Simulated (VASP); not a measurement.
A run of VASP 6.6.1:

INCAR

```
SYSTEM = InSe
PREC = Accurate
ENCUT = 520
EDIFF = 1E-7
ISMEAR = -1
SIGMA = 0.086
LREAL = .FALSE.
LASPH = .TRUE.
NELM = 60
ALGO = Normal
ISIF = 2
LWAVE = .FALSE.
LCHARG = .FALSE.
GGA = PE
NBANDS = 48
```

File KPOINTS:

```
Automatic mesh
0
G
  4 4 2
  0 0 0
```

Contents of POSCAR:

```
InSe
1.0
    5.8791298182     -2.0549041834      0.0681376776
    5.8791298182      2.0549041834      0.0681376776
   -3.3666467102      0.0000000000      8.7717782030
In Se
4 4
Direct
    0.1208274810      0.1043167355      0.4837279395
    0.8907365534      0.8836291661      0.0189317191
    0.1105000714      0.1157995885      0.9864141872
    0.8758406554      0.9008165158      0.5154369618
    0.3471795036      0.3290623572      0.1734499454
    0.6454233412      0.6707052986      0.3203000562
    0.3525934552      0.3406332869      0.6780384777
    0.6578500281      0.6529661021      0.8216532459
```

Potentials or basis: VASP PAW PBE potentials, release 64 (In_d, Se).

The run is started by

```console
$ cat potpaw_PBE.64/In_d/POTCAR potpaw_PBE.64/Se/POTCAR > POTCAR
$ mpirun -np 1 vasp_std > vasp.out
```

Hardware: 1 thread of Intel(R) Xeon(R) 6975P-C (Granite Rapids), on a shared host.

Estimate the wall time of this run.

Wall time 2.7 min on 1 thread of Intel(R) Xeon(R) 6975P-C (Granite Rapids), on a shared host, peak memory 0.48 GiB. Counts: scf iterations 16, k points 20.
